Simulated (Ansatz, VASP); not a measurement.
Two plane-wave programs on C

```
C
1.0
     1.22947   -2.12908    0.00000
     1.22947    2.12908    0.00000
     0.00000    0.00000    7.37782
C
4
Direct
  0.10333 0.89667 0.74984
  0.56331 0.43669 0.25016
  0.89667 0.10333 0.25016
  0.43669 0.56331 0.74984
```

Change from the starting cell: mode 1 frozen in at -0.085 Å and mode 5 at +0.000 Å (largest displacements).

Alike in both runs: task single point; functional PBEsol; k mesh 18 × 18 × 6; occupations gaussian, width 0.15 eV; no spin polarisation.

```csv
,VASP,Ansatz
version,VASP 6.6.1,Ansatz 0.2.0
potentials or method,"VASP PAW PBE potentials, release 64 (C), cutoff 600 eV","scalar-relativistic, plane waves, PAW"
valence electrons in the cell,16,16
```

|  | VASP | Ansatz | Ansatz less VASP |
| --- | --- | --- | --- |
| gap on the k mesh at the Fermi level (eV) | none | none | - |
| pressure (GPa) | 0.3 | 0.0 | -0.29 |
| traceless stress, the component that is largest in VASP (GPa) | -0.59 | -0.02 | +0.571 |

VASP's potentials were made for PBE, not for PBEsol, and Ansatz warns of the same on its side. A gap of «none» marks a metal or a gap that the smearing closes.
